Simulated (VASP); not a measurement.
Input of a VASP 6.6.1 run:

POSCAR

```
Mg
1.0
    5.7071978321      0.0000000000      0.0000000000
    0.0000000000      5.7071978321      0.0000000000
    0.0000000000      0.0000000000      5.7071978321
Mg
8
Direct
    0.0000000000      0.0000000000      0.0000000000
    0.5000000000      0.5000000000      0.5000000000
    0.2500000000      0.0000000000      0.5000000000
    0.7500000000      0.0000000000      0.5000000000
    0.5000000000      0.2500000000      0.0000000000
    0.5000000000      0.7500000000      0.0000000000
    0.0000000000      0.5000000000      0.2500000000
    0.0000000000      0.5000000000      0.7500000000
```

Contents of INCAR.step1:

```
PREC = Accurate ; ENCUT = 600
ISMEAR = -1 ; SIGMA = 0.1
LREAL = False ; LASPH = True
NELM = 60 ; GGA = PE
ALGO = Normal ; EDIFF = 1E-4
LWAVE = True ; LCHARG = False
```

Contents of INCAR.step2:

```
PREC = Accurate ; ENCUT = 600
EDIFF = 1E-6 ; ISMEAR = -1
SIGMA = 0.1 ; LREAL = False
LASPH = True ; NELM = 60
ALGO = Normal ; ISIF = 3
LWAVE = False ; LCHARG = False
METAGGA = R2SCAN ; LMIXTAU = True
IBRION = 2 ; NSW = 80
EDIFFG = -0.01 ; ISTART = 1
```

The input KPOINTS:

```
Automatic mesh
0
Gamma
  5 5 5
```

Potentials or basis: VASP PAW PBE potentials, release 64 (Mg).

Launch:

```console
$ cat potpaw_PBE.64/Mg/POTCAR > POTCAR
$ cp INCAR.step1 INCAR
$ mpirun -np 1 vasp_std > vasp.out
$ cp INCAR.step2 INCAR
$ mpirun -np 1 vasp_std > vasp.out
```

Task: Estimate the space group after relaxing (to 0.1 Å).

Result: Pm-3n (No. 223).

Task: Predict the relaxed cell.

Result: a = 5.681 Å, b = 5.681 Å, c = 5.681 Å, α = 90.00°, β = 90.00°, γ = 90.00°.

Task: What does it give for the band gap on the k mesh?

Result: Zero (bands 8 and 9 overlap by 2.40 eV).

Task: Estimate the relaxed volume.

Result: 22.92 Å³/atom.

Step by step:
```
step  energy change (eV)  largest force (eV/Å)  pressure (GPa)  volume (Å³)
   1              0.0000                0.0000           -0.52       185.90
   2             -0.0041                0.0000           -0.12       183.87
   3             -0.0043                0.0000           -0.01       183.37
```

Caveat: the PAW data sets were made with another functional, which shifts forces and pressure a little.
